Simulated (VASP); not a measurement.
# LiW16 (a cell with a defect) in VASP: single point with PBE

Aim: the single point of LiW16 (a cell with a defect) with PBE.

All numbers are computed with VASP 6.6.1; they aren't measurements. Logs are shortened: lines on timing, memory, paths and dates and some standing lists are left out, and cuts for length are marked.

### 1 The cell of the first run

The cell holds a defect, 17 atoms: a = 6.320 Å, b = 6.320 Å, c = 6.320 Å, α = 90.00°, β = 90.00°, γ = 90.00°.

### 2 Single point, PBE

File INCAR:

```
SYSTEM = LiW16
PREC = Accurate
ENCUT = 520
EDIFF = 1E-6
ISMEAR = -1
SIGMA = 0.05
LREAL = Auto
LASPH = .True.
NELM = 60
ALGO = Normal
ISIF = 2
LWAVE = .False.
LCHARG = .False.
GGA = PE
NBANDS = 128
```

File KPOINTS:

```
Automatic mesh
0
Gamma
  3 3 3
  0 0 0
```

File POSCAR:

```
LiW16
1.0
    6.3200000000      0.0000000000      0.0000000000
    0.0000000000      6.3200000000      0.0000000000
    0.0000000000      0.0000000000      6.3200000000
W Li
16 1
Direct
   -0.0041430380      0.0007018987      0.0112289557
    0.5039639241      0.0007030063      0.0112299051
   -0.0108984177      0.5006819620      0.0179786392
   -0.0040734177      0.0006916139      0.5031808544
    0.2499055380      0.2495530063      0.2571729430
    0.5107104430      0.5006879747      0.0179708861
    0.5038901899      0.0006884494      0.5031840190
    0.7499056962      0.2486833861      0.2571958861
   -0.0109060127      0.5006876582      0.4963653481
    0.2499087025      0.7518227848      0.2571645570
    0.2498943038      0.3070316456      0.7571373418
    0.5107213608      0.5006868671      0.4963685127
    0.7499022152      0.7526996835      0.2572053797
    0.7499072785      0.2495481013      0.7571822785
    0.2498824367      0.6943158228      0.7571998418
    0.7499090190      0.7518283228      0.7571726266
    0.2499200949      0.0006699367     -0.2426612342
```

Potentials or basis: VASP PAW PBE potentials, release 64 (W_sv, Li_sv).

Run with:

```sh
cat potpaw_PBE.64/W_sv/POTCAR potpaw_PBE.64/Li_sv/POTCAR > POTCAR
mpirun -np 1 vasp_std > vasp.out
```

OUTCAR:

```text
SYSTEM = LiW16
   PREC = Accurate
   ENCUT = 520
   EDIFF = 1E-6
   ISMEAR = -1
   LREAL = Auto
   LASPH = .True.
   NELM = 60
   ISIF = 2
   GGA = PE

 ion  position               nearest neighbor table
   1  0.996  0.001  0.011-  17 2.27   8 2.70  13 2.70  14 2.73   5 2.73  10 2.73  16 2.73  15 2.98
                            11 2.98   2 3.11   4 3.11   3 3.16   3 3.16   4 3.21   2 3.21
   2  0.504  0.001  0.011-  17 2.27   8 2.70  13 2.70  14 2.73   5 2.73  10 2.73  16 2.73  11 2.98
                            15 2.98   1 3.11   7 3.11   6 3.16   6 3.16   7 3.21   1 3.21
   3  0.989  0.501  0.018-  15 2.63  11 2.63   8 2.67  13 2.67  14 2.74   5 2.74  10 2.74  16 2.74
                             9 3.02   6 3.02   1 3.16   1 3.16   6 3.30   9 3.30
   4  0.996  0.001  0.503-  17 2.27  13 2.70   8 2.70   5 2.73  10 2.73  16 2.73  14 2.73  11 2.98
                            15 2.98   1 3.11   7 3.11   9 3.16   9 3.16   7 3.21   1 3.21
   5  0.250  0.250  0.257-   1 2.73   4 2.73   2 2.73   7 2.73   3 2.74   9 2.74   6 2.74  12 2.74
                            10 3.15   8 3.16   8 3.16  10 3.17  11 3.18  11 3.18
   6  0.511  0.501  0.018-  15 2.63  11 2.63   8 2.67  13 2.67  14 2.74  10 2.74  16 2.74   5 2.74
                             3 3.02  12 3.02   2 3.16   2 3.16  12 3.30   3 3.30
   7  0.504  0.001  0.503-  17 2.27  13 2.70   8 2.70   5 2.73  10 2.73  16 2.73  14 2.73  11 2.98
                            15 2.98   2 3.11   4 3.11  12 3.16  12 3.16   4 3.21   2 3.21
   8  0.750  0.249  0.257-  12 2.67   9 2.67   3 2.67   6 2.67   2 2.70   1 2.70   4 2.70   7 2.70
                            13 3.13  14 3.16   5 3.16   5 3.16  14 3.16  13 3.19
   9  0.989  0.501  0.496-  11 2.63  15 2.63   8 2.67  13 2.67  16 2.74   5 2.74  14 2.74  10 2.74
                            12 3.02   3 3.02   4 3.16   4 3.16   3 3.30  12 3.30
  10  0.250  0.752  0.257-   7 2.73   4 2.73   1 2.73   2 2.73   6 2.74   3 2.74   9 2.74  12 2.74
                             5 3.15  13 3.16  13 3.16   5 3.17  15 3.18  15 3.18
  11  0.250  0.307  0.757-  17 1.94  15 2.45   9 2.63  12 2.63   3 2.63   6 2.63   4 2.98   7 2.98
                             1 2.98   2 2.98   5 3.18  14 3.18  14 3.18   5 3.18
  12  0.511  0.501  0.496-  11 2.63  15 2.63  13 2.67   8 2.67  16 2.74  14 2.74   5 2.74  10 2.74
                             9 3.02   6 3.02   7 3.16   7 3.16   6 3.30   9 3.30
  13  0.750  0.753  0.257-  12 2.67   9 2.67   6 2.67   3 2.67   2 2.70   1 2.70   7 2.70   4 2.70
                             8 3.13  16 3.16  10 3.16  10 3.16  16 3.16   8 3.19
  14  0.750  0.250  0.757-   2 2.73   1 2.73   7 2.73   4 2.73   3 2.74   6 2.74  12 2.74   9 2.74
                            16 3.15   8 3.16   8 3.16  16 3.17  11 3.18  11 3.18
  15  0.250  0.694  0.757-  17 1.94  11 2.45   3 2.63   6 2.63   9 2.63  12 2.63   4 2.98   7 2.98
                             1 2.98   2 2.98  10 3.18  16 3.18  16 3.18  10 3.18
  16  0.750  0.752  0.757-   7 2.73   4 2.73   2 2.73   1 2.73   9 2.74  12 2.74   6 2.74   3 2.74
                            14 3.15  13 3.16  13 3.16  14 3.17  15 3.18  15 3.18
  17  0.250  0.001  0.757-  15 1.94  11 1.94   2 2.27   1 2.27   7 2.27   4 2.27

  LATTYP: Found a simple cubic cell.
 ALAT       =     6.3200000000

  Lattice vectors:

 A1 = (   6.3200000000,   0.0000000000,   0.0000000000)
 A2 = (   0.0000000000,   6.3200000000,   0.0000000000)
 A3 = (   0.0000000000,   0.0000000000,   6.3200000000)

Analysis of symmetry for initial positions (statically):
=====================================================================
 Subroutine PRICEL returns:
 Original cell was already a primitive cell.

 Routine SETGRP: Setting up the symmetry group for a
 simple cubic supercell.

 Subroutine GETGRP returns: Found  1 space group operations
 (whereof  1 operations were pure point group operations)
 out of a pool of 48 trial point group operations.

The static configuration has the point symmetry C_1 .

Analysis of symmetry for dynamics (positions and initial velocities):
=====================================================================
 Subroutine PRICEL returns:
 Original cell was already a primitive cell.

 Routine SETGRP: Setting up the symmetry group for a
 simple cubic supercell.

 Subroutine GETGRP returns: Found  1 space group operations
 (whereof  1 operations were pure point group operations)
 out of a pool of 48 trial point group operations.

The dynamic configuration has the point symmetry C_1 .

 Subroutine INISYM returns: Found  1 space group operations
 (whereof  1 operations are pure point group operations),
 and found     1 'primitive' translations

----------------------------------------------------------------------------------------

                                     Primitive cell

  volume of cell :     252.4360

  direct lattice vectors                    reciprocal lattice vectors
     6.320000000  0.000000000  0.000000000     0.158227848  0.000000000  0.000000000
     0.000000000  6.320000000  0.000000000     0.000000000  0.158227848  0.000000000
     0.000000000  0.000000000  6.320000000     0.000000000  0.000000000  0.158227848

  length of vectors
     6.320000000  6.320000000  6.320000000     0.158227848  0.158227848  0.158227848

  position of ions in fractional coordinates (direct lattice)
     0.995856962  0.000701899  0.011228956
     0.503963924  0.000703006  0.011229905
     0.989101582  0.500681962  0.017978639
     0.995926582  0.000691614  0.503180854
     0.249905538  0.249553006  0.257172943
     0.510710443  0.500687975  0.017970886
[... 9 lines left out ...]
     0.749909019  0.751828323  0.757172627
     0.249920095  0.000669937  0.757338766

  ion indices of the primitive-cell ions
   primitive index   ion index
                 1           1
                 2           2
                 3           3
                 4           4
                 5           5
                 6           6
[... 9 lines left out ...]
                16          16
                17          17

----------------------------------------------------------------------------------------

 KPOINTS: Automatic mesh

Automatic generation of k-mesh.
 Grid dimensions read from file:
 generate k-points for:    3    3    3

 Generating k-lattice:

  Cartesian coordinates                     Fractional coordinates (reciprocal lattice)
     0.052742616  0.000000000  0.000000000     0.333333333  0.000000000  0.000000000
     0.000000000  0.052742616  0.000000000     0.000000000  0.333333333  0.000000000
     0.000000000  0.000000000  0.052742616     0.000000000  0.000000000  0.333333333

  Length of vectors
     0.052742616  0.052742616  0.052742616

  Shift w.r.t. Gamma in fractional coordinates (k-lattice)
     0.000000000  0.000000000  0.000000000

 Subroutine IBZKPT returns following result:
 ===========================================

 Found     14 irreducible k-points:

 Following reciprocal coordinates:
            Coordinates               Weight
  0.000000  0.000000  0.000000      1.000000
  0.333333  0.000000  0.000000      2.000000
  0.000000  0.333333  0.000000      2.000000
  0.000000  0.000000  0.333333      2.000000
  0.333333  0.333333  0.000000      2.000000
  0.000000  0.333333  0.333333      2.000000
  0.333333  0.000000  0.333333      2.000000
 -0.333333  0.333333  0.000000      2.000000
 -0.333333  0.000000  0.333333      2.000000
  0.000000 -0.333333  0.333333      2.000000
  0.333333  0.333333  0.333333      2.000000
 -0.333333  0.333333  0.333333      2.000000
 -0.333333 -0.333333  0.333333      2.000000
  0.333333 -0.333333  0.333333      2.000000
   k-points           NKPTS =     14   k-points in BZ     NKDIM =     14   number of bands    NBANDS=    128
   number of dos      NEDOS =    301   number of ions     NIONS =     17
   total plane-waves  NPLWV = 110592
   dimension x,y,z NGX =    48 NGY =   48 NGZ =   48
   dimension x,y,z NGXF=    96 NGYF=   96 NGZF=   96
   ions per type =              16   1
   NGX,Y,Z   is equivalent  to a cutoff of  12.63, 12.63, 12.63 a.u.
   NGXF,Y,Z  is equivalent  to a cutoff of  25.25, 25.25, 25.25 a.u.
 SYSTEM =  LiW16
   PREC   = accura    normal or accurate (medium, high low for compatibility)
   ISTART =      0    job   : 0-new  1-cont  2-samecut
   ICHARG =      2    charge: 1-file 2-atom 10-const
   ISPIN  =      1    spin polarized calculation?
   LNONCOLLINEAR =      F non collinear calculations
   LSORBIT =      F    spin-orbit coupling
   LASPH  =      T    aspherical Exc in radial PAW
   ENCUT  =  520.0 eV  38.22 Ry    6.18 a.u.  11.75 11.75 11.75*2*pi/ulx,y,z
   NELM   =     60;   NELMIN=  2; NELMDL= -5     # of ELM steps
   EDIFF  = 0.1E-05   stopping-criterion for ELM
   LREAL  =      T    real-space projection
   EDIFFG = 0.1E-04   stopping-criterion for IOM
   NSW    =      0    number of steps for IOM
   IBRION =     -1    ionic relax: 0-MD 1-quasi-New 2-CG
   NFREE  =      0    steps in history (QN), initial steepest desc. (CG)
   ISIF   =      2    stress and relaxation
   ISYM   =      2    0-nonsym 1-usesym 2-fastsym
   POTIM  = 0.5000    time-step for ionic-motion
   TEBEG  =    0.0;   TEEND  =   0.0 temperature during run
   PSTRESS=    0.0 pullay stress
   NELECT =     227.0000    total number of electrons
   NUPDOWN=      -1.0000    fix difference up-down
   EMIN   =  10.00;   EMAX   =-10.00  energy-range for DOS
   EFERMI =   0.00;   METHOD = LEGACY
   ISMEAR =    -1;   SIGMA  =   0.05  broadening in eV -4-tet -1-fermi 0-gaus
   EFERMI_NEDOS =   21; number of points for ismear=-14 and -15
   IALGO  =     38    algorithm
   IMIX   =      4    mixing-type and parameters
     AMIX     =   0.40;   BMIX     =  1.00
     AMIX_MAG =   1.60;   BMIX_MAG =  1.00
  volume/ion in A,a.u.               =      14.85       100.21
  Fermi-wavevector in a.u.,A,eV,Ry     =   1.580155  2.986060 33.972251  2.496890
  Thomas-Fermi vector in A             =   2.680426
   LORBIT       =      0    0 simple, 1 ext, 2 COOP (PROOUT), +10 PAW based schemes
   GGA     = PE    functional components
   LHFCALC =     F    Hartree Fock is set to
   AEXX    =    0.0000 exact exchange contribution
   IVDW    =     0    specifies the selected vdW correction
   LEPSILON=     F    determine dielectric tensor
   LRPA    =     F    only Hartree local field effects (RPA)
 non-spin polarized calculation
  energy-cutoff  :      520.00
  volume of cell :      252.44
 maximum number of plane-waves:      6859
   NGX = 23   NGY = 23   NGZ = 23

 number of electron     226.9999989 magnetization

 Free energy of the ion-electron system (eV)
  ---------------------------------------------------
  ext. energy  EPLUGINS =         0.00000000
  ---------------------------------------------------
  free energy    TOTEN  =      -201.78663271 eV

  energy without entropy =     -201.71554304  energy(sigma->0) =     -201.75108787

 E-fermi :  11.5744     XC(G=0): -13.7191

 val. band max:       11.5518488932   @ k =  -0.3333   0.0000   0.3333
 cond. band min:      11.5787042666   @ k =   0.0000  -0.3333   0.3333
 fundamental gap:      0.0268553734
 Fermi energy:        11.5743520535

 k-point     1 :       0.0000    0.0000    0.0000
  band No.  band energies     occupation
      1     -62.4493      2.00000
      2     -62.3815      2.00000
      3     -62.3746      2.00000
      4     -62.3722      2.00000
      5     -62.3652      2.00000
      6     -62.3525      2.00000
[... 117 lines left out ...]
    124      13.5660      0.00000
    125      13.6746      0.00000

 k-point     2 :       0.3333    0.0000    0.0000
  band No.  band energies     occupation
      1     -62.4359      2.00000
      2     -62.3961      2.00000
      3     -62.3738      2.00000
      4     -62.3721      2.00000
      5     -62.3690      2.00000
      6     -62.3533      2.00000
[... 1653 lines left out ...]
    124      13.5259      0.00000
    125      13.5891      0.00000
 [bands above 125 left out]

------------------------ aborting loop because EDIFF is reached ----------------------------------------

  FORCE on cell =-STRESS in cart. coord.  units (eV):
  Direction    XX          YY          ZZ          XY          YZ          ZX
  --------------------------------------------------------------------------------------
  -------------------------------------------------------------------------------------
  Total       28.5188459     41.5368872     28.5056689      0.0007867      0.0020861     -0.0007182
  in kB      181.0053010    263.6290680    180.9216682      0.0049933      0.0132402     -0.0045581
  external PRESSURE =     208.5186791 kB  Pullay stress =       0.0000000 kB

 VOLUME and BASIS-vectors are now :
 -----------------------------------------------------------------------------
  energy-cutoff  :      520.00
  volume of cell :      252.44
      direct lattice vectors                 reciprocal lattice vectors
     6.320000000  0.000000000  0.000000000     0.158227848  0.000000000  0.000000000
     0.000000000  6.320000000  0.000000000     0.000000000  0.158227848  0.000000000
     0.000000000  0.000000000  6.320000000     0.000000000  0.000000000  0.158227848

 POSITION                                       TOTAL-FORCE (eV/Angst)
 -----------------------------------------------------------------------------------
      6.29382      0.00444      0.07097         0.010910     -0.000432     -0.011510
      3.18505      0.00444      0.07097        -0.011546     -0.000376     -0.011244
      6.25112      3.16431      0.11362        -0.006703      0.002096      0.004393
      6.29426      0.00437      3.18010         0.010767     -0.000461      0.013719
      1.57940      1.57717      1.62533         0.000538     -0.000019     -0.000689
      3.22769      3.16435      0.11358         0.005371      0.001840      0.003769
[... 9 lines left out ...]
      4.73943      4.75156      4.78533        -0.000309      0.003304      0.001704
      1.57949      0.00423      4.78638         0.001151     -0.016082      0.001670
 -----------------------------------------------------------------------------------
    total drift:                                0.000880     -0.013528     -0.022812

  FREE ENERGIE OF THE ION-ELECTRON SYSTEM (eV)
  ---------------------------------------------------
  free  energy   TOTEN  =      -201.7866327059 eV

  energy  without entropy=     -201.7155430437  energy(sigma->0) =     -201.75108787
```

Wall time 23 min (1 thread of AMD EPYC 7R43 (Zen 3), shared host); peak memory 0.44 GiB.

Results:

| Property | Result |
| --- | --- |
| Free energy | -201.7866 eV |
| Largest force | 0.067 eV/Å |
| Band gap on the k mesh | zero (an odd number of electrons rules out a gap without spin polarisation) |

Forces on the atoms (eV/Å):
```
W    0.011  0.000 -0.012
W   -0.012  0.000 -0.011
W   -0.007  0.002  0.004
W    0.011  0.000  0.014
W    0.001  0.000 -0.001
W    0.005  0.002  0.004
W   -0.011  0.000  0.013
W    0.000 -0.009  0.000
W   -0.005  0.001 -0.007
W    0.000  0.004  0.001
W    0.001 -0.065  0.002
W    0.004  0.001 -0.006
W    0.001  0.011 -0.003
W    0.000  0.000  0.000
W    0.001  0.067 -0.003
W    0.000  0.003  0.002
Li   0.001 -0.016  0.002
```

Caveat: the cutoff is under 1.25 times the usual one of these potentials, so pressure, stress and relaxed cells hold a basis-set (Pulay) error; atoms lie so close that the PAW spheres overlap strongly, which falsifies energies and pressures; spin-orbit coupling is left out, which moves the levels of the heavy elements.

The gap in the log of VASP goes by the Fermi energy; the results here count the filled bands.